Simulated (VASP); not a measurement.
Set up this calculation in VASP 6.6.1, as the native input.

- Task: single point
- Functional: PBE
- Potentials or basis: VASP PAW PBE potentials, release 64 (B, Sb, P)
- Cutoff: 520 eV
- k mesh: 8 × 8 × 8
- Occupations: gaussian, width 0.1 eV
- Spin: no spin polarisation
- Dipole correction: no
- Further INCAR settings: ALGO = Normal; EDIFF = 1e-06; NBANDS = 21

The structure of B3Sb2P lies in POSCAR:

```
B3Sb2P
1.0
    5.2415618532      0.0000000000      0.0000000000
    0.0000000000      5.2415618532      0.0000000000
    0.0000000000      0.0000000000      4.6947319724
B Sb P
3 2 1
Direct
    0.5000000000      0.5000000000      0.0000000000
    0.5000000000      0.5000000000      0.6676688139
    0.5000000000      0.5000000000      0.3323311861
    0.0000000000      0.5000000000      0.5000000000
    0.5000000000      0.0000000000      0.5000000000
    0.0000000000      0.0000000000      0.5000000000
```

These files were run (other wordings do the same):

INCAR

```
ALGO = Normal
EDIFF = 1E-6
ENCUT = 520
GGA = PE
ISIF = 2
ISMEAR = 0
LASPH = True
LCHARG = False
LREAL = False
LWAVE = False
NBANDS = 21
NELM = 100
PREC = Accurate
SIGMA = 0.1
```

KPOINTS

```
k-points
0
Gamma
  8 8 8
```

Potentials or basis: VASP PAW PBE potentials, release 64 (B, Sb, P).

The run is started by

```bash
$ cat potpaw_PBE.64/B/POTCAR potpaw_PBE.64/Sb/POTCAR potpaw_PBE.64/P/POTCAR > POTCAR
$ mpirun -np 1 vasp_std > vasp.out
```

It gave:

```yaml
Pressure: -0.1 GPa
Largest_force: 0.009 eV/Å
Band_gap_on_the_k_mesh: zero (band 12 reaches 4.97 eV, above the bottom of band 13 at 3.19 eV)
```

Caveat: spin-orbit coupling is left out, which moves the levels of the heavy elements.

Wall time 74 s on 1 thread of Intel(R) Xeon(R) Platinum 8559C (Emerald Rapids), on a shared host, peak memory 0.34 GiB.
